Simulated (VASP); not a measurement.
# Na6Cd2Mo (P6/mmm) in VASP: further runs

The runs below take Na6Cd2Mo through single point, relaxation of cell and atoms, with PBE.

All numbers are computed with VASP 6.6.1; they aren't measurements. Logs are shortened: lines on timing, memory, paths and dates and some standing lists are left out, and cuts for length are marked.

## Step 1: The cell of the first run

It takes space group P6/mmm (No. 191, hexagonal). Conventional cell: a = 4.946 Å, b = 4.946 Å, c = 10.850 Å, α = 90.00°, β = 90.00°, γ = 120.00°. Na (site symmetry 3m) has 1 Cd at 2.52 Å and 4 Na at 2.86 to 2.90 Å within 3.3 Å. Na (site symmetry -6m2) has 5 Na at 2.86 to 2.90 Å within 3.8 Å. Within 3.3 Å of Cd (site symmetry -6m2) lie 2 Na at 2.52 Å and 3 Mo at 2.86 Å and 3 Cd at 2.86 Å. Within 3.9 Å of Mo (site symmetry 6/mmm) lie 6 Cd at 2.86 Å and 12 Na at 3.81 Å.

The cell was built from a structure type or drawn by symmetry, and may not be a known phase.

## Step 2: Single point, PBE

Input file INCAR:

```
SYSTEM = Na6Cd2Mo
PREC = Accurate
ENCUT = 520
EDIFF = 1E-6
ISMEAR = 0
SIGMA = 0.1
LREAL = .FALSE.
LASPH = .TRUE.
NELM = 100
ALGO = Fast
ISIF = 2
LWAVE = .FALSE.
LCHARG = .TRUE.
GGA = PE
LELF = .TRUE.
LVHAR = .TRUE.
NBANDS = 50
```

Input file KPOINTS:

```
regular mesh
0
G
  6 6 2
  0 0 0
```

Input file POSCAR:

```
Na6Cd2Mo
1.0
    4.9463702800      0.0000000000      0.0000000000
   -2.4731851400      4.2836823200      0.0000000000
    0.0000000000      0.0000000000     10.8495152200
Na Cd Mo
6 2 1
Direct
    0.3333333300      0.6666666700      0.7673967200
    0.6666666700      0.3333333300      0.7673967200
    0.6666666700      0.3333333300      0.2326032800
    0.3333333300      0.6666666700      0.2326032800
    0.3333333300      0.6666666700      0.5000000000
    0.6666666700      0.3333333300      0.5000000000
    0.3333333300      0.6666666700      0.0000000000
    0.6666666700      0.3333333300      0.0000000000
    0.0000000000      0.0000000000      0.0000000000
```

Potentials or basis: VASP PAW PBE potentials, release 64 (Na_pv, Cd, Mo_sv).

The run is started by

```sh
cat potpaw_PBE.64/Na_pv/POTCAR potpaw_PBE.64/Cd/POTCAR potpaw_PBE.64/Mo_sv/POTCAR > POTCAR
mpirun -np 1 vasp_std > vasp.out
```

OUTCAR:

```text
SYSTEM = Na6Cd2Mo
   PREC = Accurate
   ENCUT = 520
   EDIFF = 1E-6
   ISMEAR = 0
   LREAL = .FALSE.
   LASPH = .TRUE.
   NELM = 100
   ISIF = 2
   GGA = PE

 ion  position               nearest neighbor table
   1  0.333  0.667  0.767-   7 2.52
   2  0.667  0.333  0.767-   8 2.52
   3  0.667  0.333  0.233-   8 2.52
   4  0.333  0.667  0.233-   7 2.52
   5  0.333  0.667  0.500-
   6  0.667  0.333  0.500-
   7  0.333  0.667  0.000-   1 2.52   4 2.52   9 2.86   8 2.86   8 2.86   9 2.86   9 2.86   8 2.86

   8  0.667  0.333  0.000-   2 2.52   3 2.52   9 2.86   7 2.86   7 2.86   9 2.86   9 2.86   7 2.86

   9  0.000  0.000  0.000-   7 2.86   8 2.86   8 2.86   7 2.86   8 2.86   7 2.86

  LATTYP: Found a hexagonal cell.
 ALAT       =     4.9463702800
 C/A-ratio  =     2.1934296476

  Lattice vectors:

 A1 = (   4.9463702800,   0.0000000000,   0.0000000000)
 A2 = (  -2.4731851400,   4.2836823200,   0.0000000000)
 A3 = (   0.0000000000,   0.0000000000,  10.8495152200)

Analysis of symmetry for initial positions (statically):
=====================================================================
 Subroutine PRICEL returns:
 Original cell was already a primitive cell.

 Routine SETGRP: Setting up the symmetry group for a
 hexagonal supercell.

 Subroutine GETGRP returns: Found 24 space group operations
 (whereof 24 operations were pure point group operations)
 out of a pool of 24 trial point group operations.

The static configuration has the point symmetry D_6h.

Analysis of symmetry for dynamics (positions and initial velocities):
=====================================================================
 Subroutine PRICEL returns:
 Original cell was already a primitive cell.

 Routine SETGRP: Setting up the symmetry group for a
 hexagonal supercell.

 Subroutine GETGRP returns: Found 24 space group operations
 (whereof 24 operations were pure point group operations)
 out of a pool of 24 trial point group operations.

The dynamic configuration has the point symmetry D_6h.

 Subroutine INISYM returns: Found 24 space group operations
 (whereof 24 operations are pure point group operations),
 and found     1 'primitive' translations

----------------------------------------------------------------------------------------

                                     Primitive cell

  volume of cell :     229.8869

  direct lattice vectors                    reciprocal lattice vectors
     4.946370280  0.000000000  0.000000000     0.202168447  0.116722008  0.000000000
    -2.473185140  4.283682320  0.000000000     0.000000000  0.233444015  0.000000000
     0.000000000  0.000000000 10.849515220     0.000000000  0.000000000  0.092170017

  length of vectors
     4.946370280  4.946370281 10.849515220     0.233444015  0.233444015  0.092170017

  position of ions in fractional coordinates (direct lattice)
     0.333333330  0.666666670  0.767396720
     0.666666670  0.333333330  0.767396720
     0.666666670  0.333333330  0.232603280
     0.333333330  0.666666670  0.232603280
     0.333333330  0.666666670  0.500000000
     0.666666670  0.333333330  0.500000000
     0.333333330  0.666666670  0.000000000
     0.666666670  0.333333330  0.000000000
     0.000000000  0.000000000  0.000000000

  ion indices of the primitive-cell ions
   primitive index   ion index
                 1           1
                 2           2
                 3           3
                 4           4
                 5           5
                 6           6
                 7           7
                 8           8
                 9           9

----------------------------------------------------------------------------------------

 KPOINTS: regular mesh

Automatic generation of k-mesh.
 Grid dimensions read from file:
 generate k-points for:    6    6    2

 Generating k-lattice:

  Cartesian coordinates                     Fractional coordinates (reciprocal lattice)
     0.033694741  0.019453668  0.000000000     0.166666667  0.000000000  0.000000000
     0.000000000  0.038907336  0.000000000     0.000000000  0.166666667  0.000000000
     0.000000000  0.000000000  0.046085008     0.000000000  0.000000000  0.500000000

  Length of vectors
     0.038907336  0.038907336  0.046085008

  Shift w.r.t. Gamma in fractional coordinates (k-lattice)
     0.000000000  0.000000000  0.000000000

 Subroutine IBZKPT returns following result:
 ===========================================

 Found     14 irreducible k-points:

 Following reciprocal coordinates:
            Coordinates               Weight
  0.000000  0.000000  0.000000      1.000000
  0.166667 -0.000000  0.000000      6.000000
  0.333333 -0.000000  0.000000      6.000000
  0.500000 -0.000000  0.000000      3.000000
  0.166667  0.166667  0.000000      6.000000
  0.333333  0.166667  0.000000     12.000000
  0.333333  0.333333  0.000000      2.000000
  0.000000  0.000000  0.500000      1.000000
  0.166667 -0.000000  0.500000      6.000000
  0.333333 -0.000000  0.500000      6.000000
  0.500000 -0.000000  0.500000      3.000000
  0.166667  0.166667  0.500000      6.000000
  0.333333  0.166667  0.500000     12.000000
  0.333333  0.333333  0.500000      2.000000
   k-points           NKPTS =     14   k-points in BZ     NKDIM =     14   number of bands    NBANDS=     50
   number of dos      NEDOS =    301   number of ions     NIONS =      9
   total plane-waves  NPLWV = 134400
   dimension x,y,z NGX =    40 NGY =   40 NGZ =   84
   dimension x,y,z NGXF=    80 NGYF=   80 NGZF=  168
   ions per type =               6   2   1
   NGX,Y,Z   is equivalent  to a cutoff of  13.44, 13.44, 12.87 a.u.
   NGXF,Y,Z  is equivalent  to a cutoff of  26.89, 26.89, 25.74 a.u.
 SYSTEM =  Na6Cd2Mo
   PREC   = accura    normal or accurate (medium, high low for compatibility)
   ISTART =      0    job   : 0-new  1-cont  2-samecut
   ICHARG =      2    charge: 1-file 2-atom 10-const
   ISPIN  =      1    spin polarized calculation?
   LNONCOLLINEAR =      F non collinear calculations
   LSORBIT =      F    spin-orbit coupling
   LASPH  =      T    aspherical Exc in radial PAW
   ENCUT  =  520.0 eV  38.22 Ry    6.18 a.u.   9.20  9.20 20.17*2*pi/ulx,y,z
   NELM   =    100;   NELMIN=  2; NELMDL= -5     # of ELM steps
   EDIFF  = 0.1E-05   stopping-criterion for ELM
   LREAL  =      F    real-space projection
   EDIFFG = 0.1E-04   stopping-criterion for IOM
   NSW    =      0    number of steps for IOM
   IBRION =     -1    ionic relax: 0-MD 1-quasi-New 2-CG
   NFREE  =      0    steps in history (QN), initial steepest desc. (CG)
   ISIF   =      2    stress and relaxation
   ISYM   =      2    0-nonsym 1-usesym 2-fastsym
   POTIM  = 0.5000    time-step for ionic-motion
   TEBEG  =    0.0;   TEEND  =   0.0 temperature during run
   PSTRESS=    0.0 pullay stress
   NELECT =      80.0000    total number of electrons
   NUPDOWN=      -1.0000    fix difference up-down
   EMIN   =  10.00;   EMAX   =-10.00  energy-range for DOS
   EFERMI =   0.00;   METHOD = LEGACY
   ISMEAR =     0;   SIGMA  =   0.10  broadening in eV -4-tet -1-fermi 0-gaus
   EFERMI_NEDOS =   21; number of points for ismear=-14 and -15
   IALGO  =     68    algorithm
   IMIX   =      4    mixing-type and parameters
     AMIX     =   0.40;   BMIX     =  1.00
     AMIX_MAG =   1.60;   BMIX_MAG =  1.00
  volume/ion in A,a.u.               =      25.54       172.37
  Fermi-wavevector in a.u.,A,eV,Ry     =   1.151507  2.176034 18.040909  1.325969
  Thomas-Fermi vector in A             =   2.288165
   LORBIT       =      0    0 simple, 1 ext, 2 COOP (PROOUT), +10 PAW based schemes
   GGA     = PE    functional components
   LHFCALC =     F    Hartree Fock is set to
   AEXX    =    0.0000 exact exchange contribution
   IVDW    =     0    specifies the selected vdW correction
   LEPSILON=     F    determine dielectric tensor
   LRPA    =     F    only Hartree local field effects (RPA)
 non-spin polarized calculation
 RMM-DIIS sequential band-by-band and
 Gauss-broadening in eV      SIGMA  =   0.10
  energy-cutoff  :      520.00
  volume of cell :      229.89
 maximum number of plane-waves:      6226
 NGX is ok and might be reduce to    40
   NGX = 19   NGY = 19   NGZ = 41

 number of electron      80.0000009 magnetization

 Free energy of the ion-electron system (eV)
  ---------------------------------------------------
  ext. energy  EPLUGINS =         0.00000000
  ---------------------------------------------------
  free energy    TOTEN  =       -13.58249702 eV

  energy without entropy =      -13.52158493  energy(sigma->0) =      -13.55204098

 E-fermi :   2.1409     XC(G=0):  -8.3201

 val. band max:        2.1327619306   @ k =   0.0000   0.0000   0.0000
 cond. band min:       2.1541601117   @ k =   0.0000   0.0000   0.0000
 fundamental gap:      0.0213981811
 Fermi energy:         2.1408986846

 k-point     1 :       0.0000    0.0000    0.0000
  band No.  band energies     occupation
      1     -58.3667      2.00000
      2     -32.5088      2.00000
      3     -32.5088      2.00000
      4     -32.3996      2.00000
      5     -23.2294      2.00000
      6     -23.2294      2.00000
[... 42 lines left out ...]
     49       6.8574      0.00000
     50       7.2419      0.00000

 k-point     2 :       0.1667   -0.0000    0.0000
  band No.  band energies     occupation
      1     -58.3666      2.00000
      2     -32.5094      2.00000
      3     -32.5087      2.00000
      4     -32.3995      2.00000
      5     -23.2330      2.00000
      6     -23.2255      2.00000
[... 42 lines left out ...]
     49       6.3805      0.00000
     50       6.6540      0.00000

 k-point     3 :       0.3333   -0.0000    0.0000
  band No.  band energies     occupation
      1     -58.3666      2.00000
      2     -32.5104      2.00000
      3     -32.5084      2.00000
      4     -32.3995      2.00000
      5     -23.2398      2.00000
      6     -23.2179      2.00000
[... 572 lines left out ...]
     49       5.5368      0.00000
     50       6.8351      0.00000

 k-point    14 :       0.3333    0.3333    0.5000
  band No.  band energies     occupation
      1     -58.3665      2.00000
      2     -32.5097      2.00000
      3     -32.5097      2.00000
      4     -32.3995      2.00000
      5     -23.2503      2.00000
      6     -23.2053      2.00000
[... 42 lines left out ...]
     49       4.5375      0.00000
     50       8.0153      0.00000

------------------------ aborting loop because EDIFF is reached ----------------------------------------

  FORCE on cell =-STRESS in cart. coord.  units (eV):
  Direction    XX          YY          ZZ          XY          YZ          ZX
  --------------------------------------------------------------------------------------
  -------------------------------------------------------------------------------------
  Total        4.5257910      4.5257910     17.3243681     -0.0000000      0.0000000     -0.0000000
  in kB       31.5421188     31.5421188    120.7407232     -0.0000000      0.0000000     -0.0000000
  external PRESSURE =      61.2749869 kB  Pullay stress =       0.0000000 kB

 VOLUME and BASIS-vectors are now :
 -----------------------------------------------------------------------------
  energy-cutoff  :      520.00
  volume of cell :      229.89
      direct lattice vectors                 reciprocal lattice vectors
     4.946370280  0.000000000  0.000000000     0.202168447  0.116722008  0.000000000
    -2.473185140  4.283682320  0.000000000     0.000000000  0.233444015  0.000000000
     0.000000000  0.000000000 10.849515220     0.000000000  0.000000000  0.092170017

 POSITION                                       TOTAL-FORCE (eV/Angst)
 -----------------------------------------------------------------------------------
     -0.00000      2.85579      8.32588         0.000000     -0.000000     -0.772674
      2.47319      1.42789      8.32588        -0.000000     -0.000000     -0.772674
      2.47319      1.42789      2.52363        -0.000000     -0.000000      0.772674
     -0.00000      2.85579      2.52363         0.000000     -0.000000      0.772674
     -0.00000      2.85579      5.42476         0.000000     -0.000000      0.000000
      2.47319      1.42789      5.42476        -0.000000      0.000000      0.000000
     -0.00000      2.85579      0.00000        -0.000000      0.000000      0.000000
      2.47319      1.42789      0.00000         0.000000     -0.000000      0.000000
      0.00000      0.00000      0.00000        -0.000000     -0.000000      0.000000
 -----------------------------------------------------------------------------------
    total drift:                                0.000000     -0.000000      0.000000

  FREE ENERGIE OF THE ION-ELECTRON SYSTEM (eV)
  ---------------------------------------------------
  free  energy   TOTEN  =       -13.5824970222 eV

  energy  without entropy=      -13.5215849344  energy(sigma->0) =      -13.55204098
```

Run time: 2.4 min. Hardware: 1 thread of Intel Xeon 6975P-C (Granite Rapids), shared host; peak memory 0.43 GiB.

What came out:

| Quantity | Value |
| --- | --- |
| Free energy | -13.5825 eV |
| Pressure | 6.1 GPa |
| Largest force | 0.773 eV/Å |
| Band gap on the k mesh | zero (bands 40 and 41 overlap by 0.45 eV) |

Forces on the atoms (eV/Å):
```
Na   0.000  0.000 -0.773
Na   0.000  0.000 -0.773
Na   0.000  0.000  0.773
Na   0.000  0.000  0.773
Na   0.000  0.000  0.000
Na   0.000  0.000  0.000
Cd   0.000  0.000  0.000
Cd   0.000  0.000  0.000
Mo   0.000  0.000  0.000
```

Stress tensor (GPa, compression positive):
```
 3.15  0.00  0.00
 0.00  3.15  0.00
 0.00  0.00 12.07
```

Caveat: the cell stands under pressure.

(Continued in part 2 of 2.)
